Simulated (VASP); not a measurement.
Here is a VASP 6.6.1 calculation.

File POSCAR:

```
GaSb
1.0
    3.0356220026      3.0356220026      0.0000000000
   -3.0356220026      3.0356220026      0.0000000000
    0.0000000000      3.0356220026      3.0846825602
Ga Sb
1 1
Direct
    0.0000000000      0.0000000000      0.0000000000
    0.7500000000      0.2500000000      0.5000000000
```

Contents of INCAR.step1:

```
  PREC = Accurate
  ENCUT = 520
  ISMEAR = 0
  SIGMA = 0.01
  LREAL = False
  LASPH = True
  NELM = 60
  NBANDS = 16
  GGA = PE
  ALGO = Normal
  EDIFF = 1E-4
  LWAVE = True
  LCHARG = False
```

File INCAR.step2:

```
  PREC = Accurate
  ENCUT = 520
  EDIFF = 1E-6
  ISMEAR = 0
  SIGMA = 0.01
  LREAL = False
  LASPH = True
  NELM = 60
  ALGO = Normal
  ISIF = 2
  LWAVE = False
  LCHARG = False
  METAGGA = R2SCAN
  LMIXTAU = True
  NBANDS = 16
  ISTART = 1
```

KPOINTS

```
regular mesh
0
Gamma
  6 6 6
```

Potentials or basis: VASP PAW PBE potentials, release 64 (Ga_d, Sb).

Run with:

```sh
$ cat potpaw_PBE.64/Ga_d/POTCAR potpaw_PBE.64/Sb/POTCAR > POTCAR
$ cp INCAR.step1 INCAR
$ mpirun -np 1 vasp_std > vasp.out
$ cp INCAR.step2 INCAR
$ mpirun -np 1 vasp_std > vasp.out
```

Task: What does it give for the band gap on the k mesh?

Result: 0.47 eV, direct.

Task: Predict the pressure.

Result: 0.8 GPa.

Stress tensor (GPa, compression positive):
```
1.11 0.00 0.00
0.00 1.11 0.00
0.00 0.00 0.30
```

Caveat: the cell differs from its parent crystal (in-plane strain -0.01); the PAW data sets were made with another functional, which shifts forces and pressure a little; spin-orbit coupling is left out, which moves the levels of the heavy elements. A k mesh can miss the band edges.
